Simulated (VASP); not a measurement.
# LiSi16 (a cell with a defect) in VASP: further runs, part 2 of 2

VASP 6.6.1.

## 3. Single point, PBE, collinear spin, zero start

INCAR reads:

```
ALGO = Normal
EDIFF = 1E-7
ENCUT = 520
GGA = PE
ISIF = 2
ISMEAR = 0
ISPIN = 2
LASPH = True
LCHARG = False
LORBIT = 11
LREAL = Auto
LWAVE = False
MAGMOM = 0 0 0 0 0 0 0 0 0 0 0 0 0 0 0 0 0
NBANDS = 52
NELM = 150
PREC = Accurate
SIGMA = 0.05
```

KPOINTS reads:

```
k-points
0
Gamma
  2 2 2
```

POSCAR reads:

```
LiSi16
1.0
    0.0000000000      5.4300000000      5.4300000000
    5.4300000000      0.0000000000      5.4300000000
    5.4300000000      5.4300000000      0.0000000000
Si Li
16 1
Direct
    0.0066933702     -0.0209197053      0.0071850829
    0.1213226519      0.1214351750      0.1217979742
   -0.0171427256      0.0049751381      0.5061554328
    0.1213142726      0.1214385820      0.6355884899
    0.0005232044      0.4950195212      0.0009924494
    0.1307515654      0.6069211786      0.1312329650
    0.0005185083      0.4950220074      0.5036034070
    0.1188417127      0.6287161142      0.6262892265
    0.5056752302      0.0049606814     -0.0166494475
    0.6350965009      0.1214338858      0.1218007366
    0.5056682320      0.0049704420      0.5061509208
    0.6169720994      0.1482400552      0.6174627072
    0.5031229282      0.4950183241      0.0009954880
    0.6258185083      0.6287052486      0.1193172192
    0.4933546961      0.5191182320      0.4938298343
    0.6258137201      0.6287115101      0.6262908840
    0.3457666667     -0.0381847145      0.3462856354
```

Potentials or basis: VASP PAW PBE potentials, release 64 (Si, Li_sv).

Started as:

```console
$ cat potpaw_PBE.64/Si/POTCAR potpaw_PBE.64/Li_sv/POTCAR > POTCAR
$ mpirun -np 1 vasp_std > vasp.out
```

OUTCAR:

```text
EDIFF = 1E-7
   ENCUT = 520
   GGA = PE
   ISIF = 2
   ISMEAR = 0
   ISPIN = 2
   LASPH = True
   LORBIT = 11
   LREAL = Auto
   NELM = 150
   PREC = Accurate

 ion  position               nearest neighbor table
   1  0.007  0.979  0.007-   4 2.33  10 2.33   2 2.33   6 2.33
   2  0.121  0.121  0.122-   1 2.33   5 2.34   9 2.41   3 2.41  17 2.49
   3  0.983  0.005  0.506-  12 2.30  17 2.33   8 2.36   4 2.41   2 2.41
   4  0.121  0.121  0.636-   1 2.33   7 2.34   3 2.41  11 2.41  17 2.49
   5  0.001  0.495  0.001-   6 2.34   2 2.34   8 2.35  14 2.35
   6  0.131  0.607  0.131-   1 2.33   7 2.34   5 2.34  13 2.34
   7  0.001  0.495  0.504-   6 2.34   4 2.34   8 2.35  16 2.35
   8  0.119  0.629  0.626-   7 2.35   5 2.35  15 2.35   3 2.36
   9  0.506  0.005  0.983-  12 2.30  17 2.33  14 2.36  10 2.41   2 2.41
  10  0.635  0.121  0.122-   1 2.33  13 2.34   9 2.41  11 2.41  17 2.49
  11  0.506  0.005  0.506-  12 2.30  17 2.33  16 2.36  10 2.41   4 2.41
  12  0.617  0.148  0.617-   3 2.30  11 2.30   9 2.30  15 2.33
  13  0.503  0.495  0.001-   6 2.34  10 2.34  14 2.35  16 2.35
  14  0.626  0.629  0.119-  13 2.35   5 2.35  15 2.35   9 2.36
  15  0.493  0.519  0.494-  12 2.33   8 2.35  14 2.35  16 2.35  17 2.78
  16  0.626  0.629  0.626-  13 2.35   7 2.35  15 2.35  11 2.36
  17  0.346  0.962  0.346-   3 2.33  11 2.33   9 2.33   4 2.49   2 2.49  10 2.49  15 2.78

  LATTYP: Found a face centered cubic cell.
 ALAT       =    10.8600000000

  Lattice vectors:

 A1 = (   0.0000000000,   5.4300000000,   5.4300000000)
 A2 = (   5.4300000000,   0.0000000000,   5.4300000000)
 A3 = (   5.4300000000,   5.4300000000,   0.0000000000)

Analysis of symmetry for initial positions (statically):
=====================================================================
 Subroutine PRICEL returns:
 Original cell was already a primitive cell.

 Routine SETGRP: Setting up the symmetry group for a
 face centered cubic supercell.

 Subroutine GETGRP returns: Found  1 space group operations
 (whereof  1 operations were pure point group operations)
[... 586 lines left out ...]
 Fermi energy:         6.6806590191

 spin component 2

 k-point     1 :       0.0000    0.0000    0.0000
  band No.  band energies     occupation
      1     -40.3292      1.00000
      2      -5.9736      1.00000
      3      -3.7375      1.00000
      4      -3.6521      1.00000
      5      -3.6520      1.00000
      6      -3.6317      1.00000
[... 373 lines left out ...]
     44      10.2245      0.00000
     45      10.2466      0.00000
 [bands above 45 left out]

------------------------ aborting loop because EDIFF is reached ----------------------------------------

  FORCE on cell =-STRESS in cart. coord.  units (eV):
  Direction    XX          YY          ZZ          XY          YZ          ZX
  --------------------------------------------------------------------------------------
  -------------------------------------------------------------------------------------
  Total        7.4889903      7.4886117      7.4903759      0.6162054      0.6160194     -0.6153828
  in kB       37.4717838     37.4698895     37.4787167      3.0832350      3.0823043     -3.0791189
  external PRESSURE =      37.4734633 kB  Pullay stress =       0.0000000 kB

 VOLUME and BASIS-vectors are now :
 -----------------------------------------------------------------------------
  energy-cutoff  :      520.00
  volume of cell :      320.21
      direct lattice vectors                 reciprocal lattice vectors
     0.000000000  5.430000000  5.430000000    -0.092081031  0.092081031  0.092081031
     5.430000000  0.000000000  5.430000000     0.092081031 -0.092081031  0.092081031
     5.430000000  5.430000000  0.000000000     0.092081031  0.092081031 -0.092081031

 POSITION                                       TOTAL-FORCE (eV/Angst)
 -----------------------------------------------------------------------------------
      5.35542      0.07536      5.35275         0.027067     -0.026853      0.027867
      1.32076      1.32014      1.31818         0.042224      0.009786      0.041830
      2.77544      8.08534      5.36393         0.021840     -0.022460      0.032298
      4.11066      4.10998      1.31815        -0.009676     -0.042554      0.042283
      2.69335      0.00823      2.69080         0.039177     -0.015538      0.039596
      4.00818      1.42258      4.00556         0.021668     -0.021655      0.021468
[... 9 lines left out ...]
      6.81466      6.79893      6.81207         0.035098      0.010836      0.034498
      7.10299      3.75784      7.10017        -0.371499      0.370060     -0.371539
 -----------------------------------------------------------------------------------
    total drift:                                0.004228     -0.004171      0.003060

  FREE ENERGIE OF THE ION-ELECTRON SYSTEM (eV)
  ---------------------------------------------------
  free  energy   TOTEN  =       -86.6349714591 eV

  energy  without entropy=      -86.6274722864  energy(sigma->0) =      -86.63122187

 total charge

# of ion       s       p       d       tot
------------------------------------------
    1        0.742   0.958   0.000   1.700
    2        0.741   0.948   0.000   1.689
    3        0.746   0.959   0.000   1.705
    4        0.741   0.948   0.000   1.689
    5        0.741   0.955   0.000   1.696
    6        0.736   0.964   0.000   1.700
[... 9 lines left out ...]
   16        0.739   0.950   0.000   1.689
   17        2.035   0.100   0.000   2.135
--------------------------------------------------
tot         13.892  15.395   0.000  29.288

 magnetization (x)

# of ion       s       p       d       tot
------------------------------------------
    1       -0.000  -0.000   0.000  -0.000
    2       -0.000  -0.000   0.000  -0.000
    3       -0.000  -0.000   0.000  -0.000
    4       -0.000  -0.000   0.000  -0.000
    5       -0.000  -0.000   0.000  -0.000
    6        0.000   0.000   0.000   0.000
[... 9 lines left out ...]
   16       -0.000   0.000   0.000  -0.000
   17        0.000  -0.000   0.000   0.000
--------------------------------------------------
tot         -0.000  -0.000   0.000  -0.000
```

stdout:

```text
POSCAR found type information on POSCAR SiLi
 POSCAR found :  2 types and      17 ions
 scaLAPACK will be used
 LDA part: xc-table for (Slater+PW92), standard interpolation
 POSCAR, INCAR and KPOINTS ok, starting setup
 FFT: planning ... GRIDC
 FFT: planning ... GRID_SOFT
 FFT: planning ... GRID
 WAVECAR not read
 entering main loop
```

Wall time 7.9 min (1 thread of Intel Xeon Platinum 8488C (Sapphire Rapids), shared host); peak memory 0.71 GiB.

Results:

* Free energy: -86.6350 eV
* Largest force: 0.643 eV/Å
* Net moment: 0.00 μB per cell
* Valence electrons inside the program's atomic spheres: Si 1.70, 1.69, 1.71; Li 2.13

Forces in eV/Å, atoms in the order of the input:
```
Si   0.027 -0.027  0.028
Si   0.042  0.010  0.042
Si   0.022 -0.022  0.032
Si  -0.010 -0.043  0.042
Si   0.039 -0.016  0.040
Si   0.022 -0.022  0.021
Si   0.015 -0.039  0.040
Si   0.035 -0.035 -0.011
Si   0.033 -0.021  0.022
Si   0.042 -0.042 -0.009
Si   0.022 -0.033  0.023
Si   0.043 -0.043  0.043
Si   0.040 -0.039  0.015
Si  -0.011 -0.035  0.035
Si  -0.026  0.026 -0.026
Si   0.035  0.011  0.034
Li  -0.371  0.370 -0.372
```

Levels at points of the mesh, in eV from the Fermi level:
Spin up:
```tsv
k point	band 29	band 30	band 31	band 32	band 33	band 34	band 35	band 36	band 37	band 38
(0.00, 0.00, 0.00)	-1.84	-1.74	-0.73	-0.68	-0.68	-0.26	-0.08	-0.08	0.00	0.00
(0.50, 0.00, 0.00)	-2.81	-1.51	-1.50	-1.45	-1.42	0.45	0.59	0.75	0.79	0.85
(0.00, 0.50, 0.00)	-2.72	-1.48	-1.48	-1.42	-1.42	0.58	0.58	0.58	0.95	0.95
(0.00, 0.00, 0.50)	-2.81	-1.51	-1.50	-1.45	-1.42	0.45	0.59	0.75	0.79	0.85
(0.50, 0.50, 0.50)	-2.81	-1.51	-1.50	-1.45	-1.42	0.45	0.59	0.75	0.79	0.85
(0.50, 0.50, 0.00)	-2.56	-2.08	-2.07	-2.01	-1.95	0.32	0.41	1.47	1.57	1.67
(0.00, 0.50, 0.50)	-2.56	-2.08	-2.07	-2.01	-1.95	0.32	0.41	1.47	1.57	1.67
(0.50, 0.00, 0.50)	-2.56	-2.08	-2.07	-2.01	-1.95	0.32	0.41	1.47	1.57	1.67
```
Spin down:
```csv
k point,band 29,band 30,band 31,band 32,band 33,band 34,band 35,band 36,band 37,band 38
"(0.00, 0.00, 0.00)",-1.84,-1.74,-0.73,-0.68,-0.68,-0.26,-0.08,-0.08,0.00,0.00
"(0.50, 0.00, 0.00)",-2.81,-1.51,-1.50,-1.45,-1.42,0.45,0.59,0.75,0.79,0.85
"(0.00, 0.50, 0.00)",-2.72,-1.48,-1.48,-1.42,-1.42,0.58,0.58,0.58,0.95,0.95
"(0.00, 0.00, 0.50)",-2.81,-1.51,-1.50,-1.45,-1.42,0.45,0.59,0.75,0.79,0.85
"(0.50, 0.50, 0.50)",-2.81,-1.51,-1.50,-1.45,-1.42,0.45,0.59,0.75,0.79,0.85
"(0.50, 0.50, 0.00)",-2.56,-2.08,-2.07,-2.01,-1.95,0.32,0.41,1.47,1.57,1.67
"(0.00, 0.50, 0.50)",-2.56,-2.08,-2.07,-2.01,-1.95,0.32,0.41,1.47,1.57,1.67
"(0.50, 0.00, 0.50)",-2.56,-2.08,-2.07,-2.01,-1.95,0.32,0.41,1.47,1.57,1.67
```

Caveat: the k points lie up to 0.50 Å⁻¹ apart; the cutoff is under 1.25 times the usual one of these potentials, so pressure, stress and relaxed cells hold a basis-set (Pulay) error.
